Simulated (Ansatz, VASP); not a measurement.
Pd: VASP beside Ansatz

INCAR

```
SYSTEM = Pd
ALGO     = Normal         ! electronic algorithm
EDIFF    = 1E-6           ! SCF threshold, eV
ENCUT    = 520            ! plane-wave cutoff, eV
GGA      = RP             ! functional
ISIF     = 2              ! what is computed and relaxed
ISMEAR   = -1             ! smearing method
ISPIN    = 2              ! spin polarisation
LASPH    = .True.         ! aspherical terms in the spheres
LCHARG   = .False.        ! write CHGCAR
LMAXMIX  = 4              ! l up to which the mixer works
LORBIT   = 11             ! projections on sites
LREAL    = .False.        ! projectors in reciprocal space
LWAVE    = .False.        ! write WAVECAR
MAGMOM   = 0.387 0.387 0.395 0.395 ! initial moments
NBANDS   = 32             ! bands
NELM     = 150            ! most SCF steps
PREC     = Accurate       ! precision mode
SIGMA    = 0.05           ! smearing width, eV
```

File KPOINTS:

```
k-points
0
Gamma
  14 14 4
  0 0 0
```

POSCAR

```
Pd
1.0
    2.6884732678      0.0000000000      0.0000000000
   -1.3442366339      2.3282861473      0.0000000000
    0.0000000000      0.0000000000      8.8923656422
Pd
4
Direct
    0.0000000000      0.0000000000      1.0000000000
    0.0000000000      0.0000000000      0.5000000000
    0.3333333333      0.6666666667      0.2500000000
    0.6666666667      0.3333333333      0.7500000000
```

Input for Ansatz:

```yaml
crystal:
  lattice:
    - [2.6884732678, 0.0, 0.0]
    - [-1.3442366339, 2.3282861473, 0.0]
    - [0.0, 0.0, 8.8923656422]
  atoms:
    - { symbol: Pd, position: [0.0, 0.0, 1.0], spin: 0.387 }
    - { symbol: Pd, position: [0.0, 0.0, 0.5], spin: 0.387 }
    - { symbol: Pd, position: [0.3333333333, 0.6666666667, 0.25], spin: 0.395 }
    - { symbol: Pd, position: [0.6666666667, 0.3333333333, 0.75], spin: 0.395 }
hamiltonian:
  xc: rpbe
  pseudopotentials:
    kind: paw
    azcp:
      Pd: "pseudopotentials/Pd.paw.azcp"
basis:
  ecutwfc: 420
  fft_grid_basis: typed
kpoints:
  mp_grid: { grid: [14, 14, 4], shift: [0, 0, 0] }
magnetization:
  spin_polarized: true
scf:
  occupations: { method: fermi_dirac, width: 0.05 }
  lower_state_search: "off"
output:
  stress: true
```

Alike in both runs: task single point; functional RPBE; k mesh 14 × 14 × 4; occupations fermi-dirac, width 0.05 eV; collinear spin.

```csv
,VASP,Ansatz
version,VASP 6.6.1,Ansatz 0.2.0
potentials or method,"VASP PAW PBE potentials, release 64 (Pd), cutoff 520 eV","plane waves (420 eV) with PAW, scalar-relativistic"
valence electrons in the cell,40,72
```

Ansatz gave:

| Property | Result |
| --- | --- |
| pressure (GPa) | 26.9 |
| traceless stress, the component that is largest in VASP (GPa) | -1.08 |
| net moment per atom (μB) | 0.24 |
| size of the moment on the site where the two differ most (μB) | 0.24 |

Task: What did VASP give for the same quantities?

Result: Pressure (GPa): 26.5; traceless stress, the component that is largest in VASP (GPa): -1.09; net moment per atom (μB): 0.24; size of the moment on the site where the two differ most (μB): 0.24.

VASP's potentials were made for PBE, not for RPBE. Site moments also hang on the region over which each program counts them. The functional is the same, so the differences come from potentials, cutoffs and numerics. VASP's potentials hold 40 valence electrons a cell and Ansatz's 72, so a difference there can come from the potentials and not from the codes.
